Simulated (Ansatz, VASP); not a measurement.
**Two plane-wave programs on AlN**

INCAR

```
PREC     = Accurate       # precision mode
ENCUT    = 520            # plane-wave cutoff, eV
EDIFF    = 1E-6           # SCF threshold, eV
ISMEAR   = 0              # smearing method
SIGMA    = 0.05           # smearing width, eV
LREAL    = F              # projectors in reciprocal space
LASPH    = T              # aspherical terms in the spheres
NELM     = 60             # most SCF steps
ALGO     = Normal         # electronic algorithm
ISIF     = 2              # what is computed and relaxed
LWAVE    = F              # write WAVECAR
LCHARG   = T              # write CHGCAR
GGA      = PE             # functional
LELF     = T              # ELF
LVHAR    = T            
NBANDS   = 26             # bands
```

Contents of KPOINTS:

```
Automatic mesh
0
Gamma
  8 6 4
```

Contents of POSCAR:

```
AlN
1.0
   -3.3134793387      0.0000000000      0.0000000000
    0.0000000000      0.0000000000     -4.1875902400
    0.0000000000     -5.7391145645      0.0000000000
Al N
4 4
Direct
    0.5111061504      0.2269417053      0.1666666667
   -0.0111061504      0.2269417053      0.6666666667
    0.0111061504      0.7269417053      0.3333333333
    0.4888938496      0.7269417053      0.8333333333
    0.5107008202      0.7944169533      0.1666666667
   -0.0107008202      0.7944169533      0.6666666667
    0.0107008202      0.2944169533      0.3333333333
    0.4892991798      0.2944169533      0.8333333333
```

Input for Ansatz:

```yaml
crystal:
  lattice:
    - [-3.3134793387, 0.0, 0.0]
    - [0.0, 0.0, -4.18759024]
    - [0.0, -5.7391145645, 0.0]
  atoms:
    - { symbol: Al, position: [0.5111061504, 0.2269417053, 0.1666666667] }
    - { symbol: Al, position: [-0.0111061504, 0.2269417053, 0.6666666667] }
    - { symbol: Al, position: [0.0111061504, 0.7269417053, 0.3333333333] }
    - { symbol: Al, position: [0.4888938496, 0.7269417053, 0.8333333333] }
    - { symbol: "N", position: [0.5107008202, 0.7944169533, 0.1666666667] }
    - { symbol: "N", position: [-0.0107008202, 0.7944169533, 0.6666666667] }
    - { symbol: "N", position: [0.0107008202, 0.2944169533, 0.3333333333] }
    - { symbol: "N", position: [0.4892991798, 0.2944169533, 0.8333333333] }
basis:
  ecutwfc: 520.0
kpoints:
  mp_grid: { grid: [8, 6, 4] }
hamiltonian:
  xc: pbe
  pseudopotentials: { kind: paw, azcp: { folder: soft_1 } }
scf:
  occupations: { method: gaussian, width: 0.05 }
output:
  forces: true
  stress: true
  eigenvalues: true
  write_density: true
  write_potential: true
  elf: true
  volumetric_format: npy
```

Change from the starting cell: mode 4 frozen in at -0.037 Å and mode 5 at -0.186 Å (largest displacements).

Alike in both runs: task single point; functional PBE; k mesh 8 × 6 × 4; occupations gaussian, width 0.05 eV; no spin polarisation.

|  | VASP | Ansatz |
| --- | --- | --- |
| version | VASP 6.6.1 | Ansatz 0.2.0 |
| potentials or method | VASP PAW PBE potentials, release 64 (Al, N), cutoff 520 eV | scalar-relativistic, plane waves, PAW |
| valence electrons in the cell | 32 | 32 |

```tsv
	VASP	Ansatz	Ansatz less VASP
gap on the k mesh at the Fermi level (eV)	3.59	3.58	-0.009
least direct gap on the mesh (eV)	3.59	3.58	-0.009
pressure (GPa)	7.4	7.6	+0.16
traceless stress, the component that is largest in VASP (GPa)	24.20	24.00	-0.203
rms of the force components (eV/Å)	0.904	0.901	-0.0032
```

Atom by atom the forces differ by 0.003 eV/Å (rms over components).
